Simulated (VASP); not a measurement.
# Ti2SiGe2 (R-3m) in VASP: further runs

Runs on Ti2SiGe2. Level: PBE. Tasks: single point.

Everything below comes from runs of VASP 6.6.1. Logs are shortened: lines on timing, memory, paths and dates and some standing lists are left out, and cuts for length are marked.

## (1) The cell of the first run

It takes space group R-3m (No. 166, trigonal). Conventional cell: a = 3.400 Å, b = 3.400 Å, c = 23.686 Å, α = 90.00°, β = 90.00°, γ = 120.00°. Ti (site symmetry 3m) has 3 Ge at 2.38 Å and 3 Ti at 2.90 Å within 3.1 Å. Si (site symmetry -3m) has 6 Ge at 2.49 Å within 3.3 Å. Ge (site symmetry 3m) has 3 Ti at 2.38 Å and 3 Si at 2.49 Å within 3.1 Å.

## (2) Single point, PBE

File INCAR:

```
SYSTEM = Ti2SiGe2
PREC     = Accurate       ! precision mode
ENCUT    = 520            ! plane-wave cutoff, eV
EDIFF    = 1E-7           ! SCF threshold, eV
ISMEAR   = 0              ! smearing method
SIGMA    = 0.1            ! smearing width, eV
LREAL    = .FALSE.        ! projectors in reciprocal space
LASPH    = .TRUE.         ! aspherical terms in the spheres
NELM     = 60             ! most SCF steps
ALGO     = Normal         ! electronic algorithm
ISIF     = 2              ! what is computed and relaxed
LWAVE    = .FALSE.        ! write WAVECAR
LCHARG   = .TRUE.         ! write CHGCAR
GGA      = PE             ! functional
LELF     = .TRUE.         ! ELF
LVHAR    = .TRUE.       
NBANDS   = 36             ! bands
```

File KPOINTS:

```
Automatic mesh
0
G
  6 6 6
  0 0 0
```

File POSCAR:

```
Ti2SiGe2
1.0
    1.7002365400      0.9816320200      7.8954167900
   -1.7002365400      0.9816320200      7.8954167900
    0.0000000000     -1.9632640400      7.8954167900
Ti Si Ge
2 1 2
Direct
    0.2116000100      0.2116000100      0.2116000100
    0.7883999900      0.7883999900      0.7883999900
    0.0000000000      0.0000000000      0.0000000000
    0.3980599900      0.3980599900      0.3980599900
    0.6019400100      0.6019400100      0.6019400100
```

Potentials or basis: VASP PAW PBE potentials, release 64 (Ti_sv, Si, Ge_d).

Command:

```console
cat potpaw_PBE.64/Ti_sv/POTCAR potpaw_PBE.64/Si/POTCAR potpaw_PBE.64/Ge_d/POTCAR > POTCAR
mpirun -np 1 vasp_std > vasp.out
```

OUTCAR:

```text
SYSTEM = Ti2SiGe2
   PREC = Accurate
   ENCUT = 520
   EDIFF = 1E-7
   ISMEAR = 0
   LREAL = .FALSE.
   LASPH = .TRUE.
   NELM = 60
   ISIF = 2
   GGA = PE

 ion  position               nearest neighbor table
   1  0.212  0.212  0.212-   5 2.38   5 2.38   5 2.38   2 2.90   2 2.90   2 2.90
   2  0.788  0.788  0.788-   4 2.38   4 2.38   4 2.38   1 2.90   1 2.90   1 2.90
   3  0.000  0.000  0.000-   5 2.49   4 2.49   5 2.49   5 2.49   4 2.49   4 2.49
   4  0.398  0.398  0.398-   2 2.38   2 2.38   2 2.38   3 2.49   3 2.49   3 2.49
   5  0.602  0.602  0.602-   1 2.38   1 2.38   1 2.38   3 2.49   3 2.49   3 2.49

  LATTYP: Found a trigonal (rhomboedric) cell.
 ALAT       =     8.1358473439
 COS(alpha) =     0.9126539839

  Lattice vectors:

 A1 = (   1.7002365400,   0.9816320200,   7.8954167900)
 A2 = (  -1.7002365400,   0.9816320200,   7.8954167900)
 A3 = (   0.0000000000,  -1.9632640400,   7.8954167900)

Analysis of symmetry for initial positions (statically):
=====================================================================
 Subroutine PRICEL returns:
 Original cell was already a primitive cell.

 Routine SETGRP: Setting up the symmetry group for a
 trigonal (rhombohedral) supercell.

 Subroutine GETGRP returns: Found 12 space group operations
 (whereof 12 operations were pure point group operations)
 out of a pool of 12 trial point group operations.

The static configuration has the point symmetry D_3d.

Analysis of symmetry for dynamics (positions and initial velocities):
=====================================================================
 Subroutine PRICEL returns:
 Original cell was already a primitive cell.

 Routine SETGRP: Setting up the symmetry group for a
 trigonal (rhombohedral) supercell.

 Subroutine GETGRP returns: Found 12 space group operations
 (whereof 12 operations were pure point group operations)
 out of a pool of 12 trial point group operations.

The dynamic configuration has the point symmetry D_3d.

 Subroutine INISYM returns: Found 12 space group operations
 (whereof 12 operations are pure point group operations),
 and found     1 'primitive' translations

----------------------------------------------------------------------------------------

                                     Primitive cell

  volume of cell :      79.0650

  direct lattice vectors                    reciprocal lattice vectors
     1.700236540  0.981632020  7.895416790     0.294076729  0.169785279  0.042218586
    -1.700236540  0.981632020  7.895416790    -0.294076729  0.169785279  0.042218586
     0.000000000 -1.963264040  7.895416790     0.000000000 -0.339570559  0.042218586

  length of vectors
     8.135847344  8.135847344  8.135847342     0.342184998  0.342184998  0.342184999

  position of ions in fractional coordinates (direct lattice)
     0.211600010  0.211600010  0.211600010
     0.788399990  0.788399990  0.788399990
     0.000000000  0.000000000  0.000000000
     0.398059990  0.398059990  0.398059990
     0.601940010  0.601940010  0.601940010

  ion indices of the primitive-cell ions
   primitive index   ion index
                 1           1
                 2           2
                 3           3
                 4           4
                 5           5

----------------------------------------------------------------------------------------

 KPOINTS: Automatic mesh

Automatic generation of k-mesh.
 Grid dimensions read from file:
 generate k-points for:    6    6    6

 Generating k-lattice:

  Cartesian coordinates                     Fractional coordinates (reciprocal lattice)
     0.049012788  0.028297547  0.007036431     0.166666667 -0.000000000 -0.000000000
    -0.049012788  0.028297547  0.007036431    -0.000000000  0.166666667 -0.000000000
     0.000000000 -0.056595093  0.007036431    -0.000000000 -0.000000000  0.166666667

  Length of vectors
     0.057030833  0.057030833  0.057030833

  Shift w.r.t. Gamma in fractional coordinates (k-lattice)
     0.000000000  0.000000000  0.000000000

 Subroutine IBZKPT returns following result:
 ===========================================

 Found     32 irreducible k-points:

 Following reciprocal coordinates:
            Coordinates               Weight
  0.000000  0.000000  0.000000      1.000000
  0.166667 -0.000000 -0.000000      6.000000
  0.333333  0.000000  0.000000      6.000000
  0.500000  0.000000  0.000000      3.000000
  0.166667  0.166667 -0.000000      6.000000
  0.333333  0.166667  0.000000     12.000000
[... 16 lines left out ...]
  0.500000  0.500000  0.166667      6.000000
 -0.333333  0.500000  0.166667     12.000000
 [... further k-points ...]
   k-points           NKPTS =     32   k-points in BZ     NKDIM =     32   number of bands    NBANDS=     36
   number of dos      NEDOS =    301   number of ions     NIONS =      5
   total plane-waves  NPLWV = 262144
   dimension x,y,z NGX =    64 NGY =   64 NGZ =   64
   dimension x,y,z NGXF=   128 NGYF=  128 NGZF=  128
   ions per type =               2   1   2
   NGX,Y,Z   is equivalent  to a cutoff of  13.08, 13.08, 13.08 a.u.
   NGXF,Y,Z  is equivalent  to a cutoff of  26.16, 26.16, 26.16 a.u.
 SYSTEM =  Ti2SiGe2
   PREC   = accura    normal or accurate (medium, high low for compatibility)
   ISTART =      0    job   : 0-new  1-cont  2-samecut
   ICHARG =      2    charge: 1-file 2-atom 10-const
   ISPIN  =      1    spin polarized calculation?
   LNONCOLLINEAR =      F non collinear calculations
   LSORBIT =      F    spin-orbit coupling
   LASPH  =      T    aspherical Exc in radial PAW
   ENCUT  =  520.0 eV  38.22 Ry    6.18 a.u.  15.13 15.13 15.13*2*pi/ulx,y,z
   NELM   =     60;   NELMIN=  2; NELMDL= -5     # of ELM steps
   EDIFF  = 0.1E-06   stopping-criterion for ELM
   LREAL  =      F    real-space projection
   EDIFFG = 0.1E-05   stopping-criterion for IOM
   NSW    =      0    number of steps for IOM
   IBRION =     -1    ionic relax: 0-MD 1-quasi-New 2-CG
   NFREE  =      0    steps in history (QN), initial steepest desc. (CG)
   ISIF   =      2    stress and relaxation
   ISYM   =      2    0-nonsym 1-usesym 2-fastsym
   POTIM  = 0.5000    time-step for ionic-motion
   TEBEG  =    0.0;   TEEND  =   0.0 temperature during run
   PSTRESS=    0.0 pullay stress
   NELECT =      56.0000    total number of electrons
   NUPDOWN=      -1.0000    fix difference up-down
   EMIN   =  10.00;   EMAX   =-10.00  energy-range for DOS
   EFERMI =   0.00;   METHOD = LEGACY
   ISMEAR =     0;   SIGMA  =   0.10  broadening in eV -4-tet -1-fermi 0-gaus
   EFERMI_NEDOS =   21; number of points for ismear=-14 and -15
   IALGO  =     38    algorithm
   IMIX   =      4    mixing-type and parameters
     AMIX     =   0.40;   BMIX     =  1.00
     AMIX_MAG =   1.60;   BMIX_MAG =  1.00
  volume/ion in A,a.u.               =      15.81       106.71
  Fermi-wavevector in a.u.,A,eV,Ry     =   1.459294  2.757665 28.974126  2.129538
  Thomas-Fermi vector in A             =   2.575878
   LORBIT       =      0    0 simple, 1 ext, 2 COOP (PROOUT), +10 PAW based schemes
   GGA     = PE    functional components
   LHFCALC =     F    Hartree Fock is set to
   AEXX    =    0.0000 exact exchange contribution
   IVDW    =     0    specifies the selected vdW correction
   LEPSILON=     F    determine dielectric tensor
   LRPA    =     F    only Hartree local field effects (RPA)
 non-spin polarized calculation
 Gauss-broadening in eV      SIGMA  =   0.10
  energy-cutoff  :      520.00
  volume of cell :       79.07
 maximum number of plane-waves:      2153
 NGX is ok and might be reduce to    64
   NGX = 31   NGY = 31   NGZ = 31

 number of electron      56.0000005 magnetization

 Free energy of the ion-electron system (eV)
  ---------------------------------------------------
  ext. energy  EPLUGINS =         0.00000000
  ---------------------------------------------------
  free energy    TOTEN  =       -27.52928386 eV

  energy without entropy =      -27.50305423  energy(sigma->0) =      -27.51616905

 E-fermi :   8.7129     XC(G=0): -11.7113

 val. band max:        8.7094072455   @ k =   0.1667  -0.0000  -0.0000
 cond. band min:       8.7337658880   @ k =   0.5000   0.1667  -0.0000
 fundamental gap:      0.0243586425
 Fermi energy:         8.7129016481

 k-point     1 :       0.0000    0.0000    0.0000
  band No.  band energies     occupation
      1     -47.8561      2.00000
      2     -47.7940      2.00000
      3     -24.3312      2.00000
      4     -24.0999      2.00000
      5     -24.0999      2.00000
      6     -24.0691      2.00000
[... 28 lines left out ...]
     35      10.9886      0.00000
     36      12.6308      0.00000

 k-point     2 :       0.1667   -0.0000   -0.0000
  band No.  band energies     occupation
      1     -47.8493      2.00000
      2     -47.7945      2.00000
      3     -24.3199      2.00000
      4     -24.1628      2.00000
      5     -24.1131      2.00000
      6     -24.0538      2.00000
[... 28 lines left out ...]
     35      11.2183      0.00000
     36      11.9536      0.00000

 k-point     3 :       0.3333    0.0000    0.0000
  band No.  band energies     occupation
      1     -47.8335      2.00000
      2     -47.7977      2.00000
      3     -24.3028      2.00000
      4     -24.2453      2.00000
      5     -24.1377      2.00000
      6     -24.0892      2.00000
[... 28 lines left out ...]
     35      11.2381      0.00000
     36      12.4881      0.00000
[... 742 lines left out ...]
 k-point    23 :       0.5000    0.5000    0.1667
  band No.  band energies     occupation
      1     -47.8335      2.00000
      2     -47.7977      2.00000
      3     -24.3028      2.00000
      4     -24.2453      2.00000
      5     -24.1377      2.00000
      6     -24.0892      2.00000
[... 28 lines left out ...]
     35      11.2561      0.00000
     36      12.0033      0.00000

 k-point    24 :      -0.3333    0.5000    0.1667
  band No.  band energies     occupation
      1     -47.8228      2.00000
      2     -47.8021      2.00000
      3     -24.2918      2.00000
      4     -24.2655      2.00000
      5     -24.1824      2.00000
      6     -24.0801      2.00000
[... 28 lines left out ...]
     35      11.3931      0.00000
     36      11.8916      0.00000

 [... further k-points ...]

------------------------ aborting loop because EDIFF is reached ----------------------------------------

  FORCE on cell =-STRESS in cart. coord.  units (eV):
  Direction    XX          YY          ZZ          XY          YZ          ZX
  --------------------------------------------------------------------------------------
  -------------------------------------------------------------------------------------
  Total       10.5043498     10.5043497     10.0572151      0.0000000      0.0000000      0.0000000
  in kB      212.8606505    212.8606488    203.7998919      0.0000000      0.0000000      0.0000000
  external PRESSURE =     209.8403971 kB  Pullay stress =       0.0000000 kB

 VOLUME and BASIS-vectors are now :
 -----------------------------------------------------------------------------
  energy-cutoff  :      520.00
  volume of cell :       79.07
      direct lattice vectors                 reciprocal lattice vectors
     1.700236540  0.981632020  7.895416790     0.294076729  0.169785279  0.042218586
    -1.700236540  0.981632020  7.895416790    -0.294076729  0.169785279  0.042218586
     0.000000000 -1.963264040  7.895416790     0.000000000 -0.339570559  0.042218586

 POSITION                                       TOTAL-FORCE (eV/Angst)
 -----------------------------------------------------------------------------------
      0.00000      0.00000      5.01201         0.000000      0.000000     -2.862281
      0.00000      0.00000     18.67424         0.000000     -0.000000      2.862281
      0.00000      0.00000      0.00000         0.000000      0.000000     -0.000000
      0.00000      0.00000      9.42855         0.000000      0.000000     -1.858516
      0.00000      0.00000     14.25770         0.000000      0.000000      1.858516
 -----------------------------------------------------------------------------------
    total drift:                               -0.000000      0.000000     -0.000000

  FREE ENERGIE OF THE ION-ELECTRON SYSTEM (eV)
  ---------------------------------------------------
  free  energy   TOTEN  =       -27.5292838638 eV

  energy  without entropy=      -27.5030542333  energy(sigma->0) =      -27.51616905
```

Run time: 10 min. Hardware: 1 thread of Intel Xeon Platinum 8259CL at 2.50GHz (Skylake/Cascade Lake), shared host; peak memory 0.58 GiB.

What came out:

* Free energy: -27.5293 eV
* Pressure: 21.0 GPa
* Largest force: 2.862 eV/Å
* Band gap on the k mesh: zero (band 28 reaches 9.98 eV, above the bottom of band 29 at 8.47 eV)

Forces in eV/Å, atoms in the order of the input:
```
Ti   0.000  0.000 -2.862
Ti   0.000  0.000  2.862
Si   0.000  0.000  0.000
Ge   0.000  0.000 -1.859
Ge   0.000  0.000  1.859
```

Stress tensor (GPa, compression positive):
```
21.29  0.00  0.00
 0.00 21.29  0.00
 0.00  0.00 20.38
```

Levels at points of the mesh, in eV from the Fermi level:
```
           k point  band 26  band 27  band 28  band 29  band 30  band 31
(0.00, 0.00, 0.00)    -0.43    -0.43     1.27     1.39     1.39     1.59
(0.50, 0.00, 0.00)    -0.92    -0.87    -0.87     0.08     0.60     1.64
(0.50, 0.50, 0.00)    -1.54    -0.85    -0.39     0.11     0.98     1.24
(0.50, 0.50, 0.50)    -0.35    -0.21     1.00     1.21     1.21     1.27
```

Caveat: forces of over 1 eV/Å act on the atoms, so gaps and moduli don't describe the material at rest.

[end of part 1 of 2]
